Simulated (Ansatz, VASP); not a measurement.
# Two plane-wave programs on Os

```
Os
1.0
     0.02410    1.93965    1.90750
     1.93965    0.02410    1.90750
     1.99335    1.99335   -0.02960
Os
1
Direct
  0.00000 0.00000 0.00000
```

Alike in both runs: task single point; functional PBEsol; k mesh 16 × 16 × 16; occupations gaussian, width 0.1 eV; no spin polarisation.

|  | VASP | Ansatz |
| --- | --- | --- |
| version | VASP 6.6.1 | Ansatz 0.2.0 |
| potentials or method | VASP PAW PBE potentials, release 64 (Os), cutoff 520 eV | scalar-relativistic, plane waves, PAW |
| valence electrons in the cell | 8 | 16 |

|  | VASP | Ansatz | Ansatz less VASP |
| --- | --- | --- | --- |
| gap on the k mesh at the Fermi level (eV) | none | none | - |
| pressure (GPa) | -18.5 | -18.5 | -0.04 |
| traceless stress, the component that is largest in VASP (GPa) | -10.97 | -11.03 | -0.056 |

VASP's potentials were made for PBE, not for PBEsol. A gap of «none» marks a metal or a gap that the smearing closes. With one functional, cell and mesh, what is left measures potentials, basis and numerics. VASP's potentials hold 8 valence electrons a cell and Ansatz's 16, so a difference there can come from the potentials and not from the codes.

Neither program's run includes spin-orbit coupling.
